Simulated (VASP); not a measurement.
# TiAl (P-6m2) in VASP: notebook, part 2 of 2

VASP 6.6.1.

## 3. Single point, PBEsol (15.57 Å³/atom)

This run uses another cell than the first one, of 15.57 Å³/atom.

Input file INCAR:

```
SYSTEM = TiAl
PREC = Accurate ; ENCUT = 520
EDIFF = 1E-7 ; ISMEAR = 0
SIGMA = 0.15 ; LREAL = .False.
LASPH = .True. ; NELM = 80
ALGO = Fast ; ISIF = 2
LWAVE = .False. ; LCHARG = .True.
GGA = PS ; LELF = .True.
LVHAR = .True. ; NBANDS = 14
```

Input file KPOINTS:

```
regular mesh
0
Gamma
  21 21 12
  0 0 0
```

Input file POSCAR:

```
TiAl
1.0
    2.8090813284      0.0000000000      0.0000000000
   -1.4045406642      2.4327357917      0.0000000000
    0.0000000000      0.0000000000      4.5567935240
Ti Al
1 1
Direct
    0.0000000000      0.0000000000      0.0000000000
    0.3333333333      0.6666666667      0.5000000000
```

Potentials or basis: VASP PAW PBE potentials, release 64 (Ti_sv, Al).

The run is started by

```sh
cat potpaw_PBE.64/Ti_sv/POTCAR potpaw_PBE.64/Al/POTCAR > POTCAR
mpirun -np 1 vasp_std > vasp.out
```

OUTCAR:

```text
SYSTEM = TiAl
   PREC = Accurate
   ENCUT = 520
   EDIFF = 1E-7
   ISMEAR = 0
   LREAL = .False.
   LASPH = .True.
   NELM = 80
   ISIF = 2
   GGA = PS

 ion  position               nearest neighbor table
   1  0.000  0.000  0.000-   2 2.80   2 2.80   2 2.80   2 2.80   2 2.80   2 2.80
   2  0.333  0.667  0.500-   1 2.80   1 2.80   1 2.80   1 2.80   1 2.80   1 2.80

  LATTYP: Found a hexagonal cell.
 ALAT       =     2.8090813284
 C/A-ratio  =     1.6221650395

  Lattice vectors:

 A1 = (   2.8090813284,   0.0000000000,   0.0000000000)
 A2 = (  -1.4045406642,   2.4327357917,   0.0000000000)
 A3 = (   0.0000000000,   0.0000000000,   4.5567935240)

Analysis of symmetry for initial positions (statically):
=====================================================================
 Subroutine PRICEL returns:
 Original cell was already a primitive cell.

 Routine SETGRP: Setting up the symmetry group for a
 hexagonal supercell.

 Subroutine GETGRP returns: Found 12 space group operations
 (whereof 12 operations were pure point group operations)
 out of a pool of 24 trial point group operations.

The static configuration has the point symmetry D_3h.

Analysis of symmetry for dynamics (positions and initial velocities):
=====================================================================
 Subroutine PRICEL returns:
 Original cell was already a primitive cell.

 Routine SETGRP: Setting up the symmetry group for a
 hexagonal supercell.

 Subroutine GETGRP returns: Found 12 space group operations
 (whereof 12 operations were pure point group operations)
 out of a pool of 24 trial point group operations.

The dynamic configuration has the point symmetry D_3h.

 Subroutine INISYM returns: Found 12 space group operations
 (whereof 12 operations are pure point group operations),
 and found     1 'primitive' translations

----------------------------------------------------------------------------------------

                                     Primitive cell

  volume of cell :      31.1400

[... 120 lines left out ...]
 RMM-DIIS sequential band-by-band and
 Gauss-broadening in eV      SIGMA  =   0.15
  energy-cutoff  :      520.00
  volume of cell :       31.14
 maximum number of plane-waves:       852
 NGX is ok and might be reduce to    24
   NGX = 11   NGY = 11   NGZ = 17

 number of electron      15.0000002 magnetization

 Free energy of the ion-electron system (eV)
  ---------------------------------------------------
  ext. energy  EPLUGINS =         0.00000000
  ---------------------------------------------------
  free energy    TOTEN  =       -12.92609474 eV

  energy without entropy =      -12.89748912  energy(sigma->0) =      -12.91179193

 E-fermi :   8.4758     XC(G=0): -11.3230

 val. band max:        8.4756706039   @ k =   0.2857   0.0952   0.4167
 cond. band min:       8.4770953420   @ k =   0.4286   0.0952   0.3333
 fundamental gap:      0.0014247380
 Fermi energy:         8.4757845178

 k-point     1 :       0.0000    0.0000    0.0000
  band No.  band energies     occupation
      1     -47.6672      2.00000
      2     -24.1055      2.00000
      3     -23.6062      2.00000
      4     -23.6062      2.00000
      5      -0.7654      2.00000
      6       6.1131      2.00000
      7       6.6681      2.00000
      8       9.8296      0.00000
      9       9.8296      0.00000
     10      11.4464      0.00000
     11      11.4464      0.00000
     12      12.7809      0.00000
     13      21.7883      0.00000
     14      21.7883      0.00000
[... 377 lines left out ...]
      1     -47.6047      2.00000
      2     -24.0448      2.00000
      3     -23.9586      2.00000
      4     -23.7041      2.00000
      5       0.8423      2.00000
      6       6.7515      2.00000
      7       7.5073      2.00000
      8       8.6729      0.06308
      9      10.8994      0.00000
     10      11.1008      0.00000
     11      12.0376      0.00000
     12      13.0201      0.00000
     13      14.8508      0.00000
     14      16.6544      0.00000

 [... further k-points ...]

------------------------ aborting loop because EDIFF is reached ----------------------------------------

  FORCE on cell =-STRESS in cart. coord.  units (eV):
  Direction    XX          YY          ZZ          XY          YZ          ZX
  --------------------------------------------------------------------------------------
  -------------------------------------------------------------------------------------
  Total        0.8853419      0.8853419      1.0549069      0.0000000      0.0000000     -0.0000000
  in kB       45.5515313     45.5515314     54.2757824      0.0000000      0.0000000     -0.0000000
  external PRESSURE =      48.4596150 kB  Pullay stress =       0.0000000 kB

 VOLUME and BASIS-vectors are now :
 -----------------------------------------------------------------------------
  energy-cutoff  :      520.00
  volume of cell :       31.14
      direct lattice vectors                 reciprocal lattice vectors
     2.809081328  0.000000000  0.000000000     0.355988269  0.205529923  0.000000000
    -1.404540664  2.432735792  0.000000000     0.000000000  0.411059846  0.000000000
     0.000000000  0.000000000  4.556793524     0.000000000  0.000000000  0.219452559

 POSITION                                       TOTAL-FORCE (eV/Angst)
 -----------------------------------------------------------------------------------
      0.00000      0.00000      0.00000        -0.000000      0.000000      0.000000
     -0.00000      1.62182      2.27840         0.000000     -0.000000      0.000000
 -----------------------------------------------------------------------------------
    total drift:                                0.000000     -0.000000      0.000000

  FREE ENERGIE OF THE ION-ELECTRON SYSTEM (eV)
  ---------------------------------------------------
  free  energy   TOTEN  =       -12.9260947433 eV

  energy  without entropy=      -12.8974891206  energy(sigma->0) =      -12.91179193
```

OSZICAR:

```text
N       E                     dE             d eps       ncg     rms          rms(c)
DAV:   1     0.100651976966E+03    0.10065E+03   -0.71230E+03  9420   0.110E+03
DAV:   2    -0.857094833649E+01   -0.10922E+03   -0.10484E+03  9864   0.302E+02
DAV:   3    -0.142806075428E+02   -0.57097E+01   -0.55763E+01 13978   0.664E+01
[... 27 lines left out ...]
RMM:  31    -0.129260943439E+02   -0.12926E-06   -0.21527E-06 10840   0.613E-03    0.161E-02
RMM:  32    -0.129260944825E+02   -0.13860E-06   -0.19192E-06 11284   0.614E-03    0.151E-02
RMM:  33    -0.129260945930E+02   -0.11048E-06   -0.10940E-06 10117   0.493E-03    0.146E-02
RMM:  34    -0.129260946899E+02   -0.96910E-07   -0.10338E-06  9689   0.446E-03    0.139E-02
RMM:  35    -0.129260947433E+02   -0.53361E-07   -0.58218E-07  8848   0.329E-03
   1 F= -.12926095E+02 E0= -.12911792E+02  d E =-.286056E-01
```

stdout:

```text
POSCAR found type information on POSCAR TiAl
 POSCAR found :  2 types and       2 ions
 scaLAPACK will be used
 -----------------------------------------------------------------------------
[... 37 lines left out ...]
WARNING in EDDRMM: call to ZHEGV failed, returncode =   8  4      9
WARNING in EDDRMM: call to ZHEGV failed, returncode =   6  3      7
WARNING in EDDRMM: call to ZHEGV failed, returncode =   6  3      9
 num prob  num prob WARNING in EDDRMM: call to ZHEGV failed, returncode =   6  3     11
 num prob WARNING in EDDRMM: call to ZHEGV failed, returncode =   6  3     10
 num prob  num prob  num prob RMM:  34    -0.129260946899E+02   -0.96910E-07   -0.10338E-06  9689   0.446E-03    0.139E-02
 num prob  num prob WARNING in EDDRMM: call to ZHEGV failed, returncode =   6  3      7
```

Wall time 11 min (1 thread of Intel Xeon 8259CL, shared host); peak memory 0.28 GiB.

What came out:

- Free energy: -12.9261 eV
- Pressure: 4.8 GPa
- Band gap on the k mesh: zero (an odd number of electrons rules out a gap without spin polarisation)

Stress tensor (GPa, compression positive):
```
4.56 0.00 0.00
0.00 4.56 0.00
0.00 0.00 5.43
```

Caveat: the cell stands under pressure; the PAW data sets were made with another functional, which shifts forces and pressure a little.
